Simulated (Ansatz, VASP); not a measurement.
Two plane-wave programs on SnO

```xyz
4
Lattice="3.8520 0.0000 0.0000 0.0000 3.8520 0.0000 0.0000 0.0000 4.8996" Properties=species:S:1:pos:R:3 pbc="T T T"
Sn    0.0000    1.9260    1.1686
Sn    1.9260    0.0000    3.7311
O     0.0000    0.0000    0.0000
O     1.9260    1.9260    0.0000
```

Change from the starting cell: volume scaled by 1.04, PAW files.

Alike in both runs: task electric field gradients; functional LDA; k mesh 6 × 6 × 5; occupations fermi-dirac, width 0.02 eV; no spin polarisation.

|  | VASP | Ansatz |
| --- | --- | --- |
| version | VASP 6.6.1 | Ansatz 0.2.0 |
| potentials or method | VASP PAW LDA potentials, release 64 (Sn_d, O_h) | PAW with Ansatz's default frozen-core files, scalar-relativistic |
| plane-wave cutoff (eV) | 910 | 420 |
| valence electrons in the cell | 40 | 40 |

|  | VASP | Ansatz | Ansatz less VASP |
| --- | --- | --- | --- |
| rms of the force components (eV/Å) | 0.273 | 0.309 | +0.0356 |
| size of Vzz on the site where it differs most (V/Å²) | 158.3 | 162.8 | +4.53 |

LDA's correlation is that of Perdew and Zunger in VASP and of Perdew and Wang (1992) in Ansatz. Atom by atom the forces differ by 0.036 eV/Å (rms over components).

Noted on VASP's run: the cutoff is short for stress, so the pressure is rough.
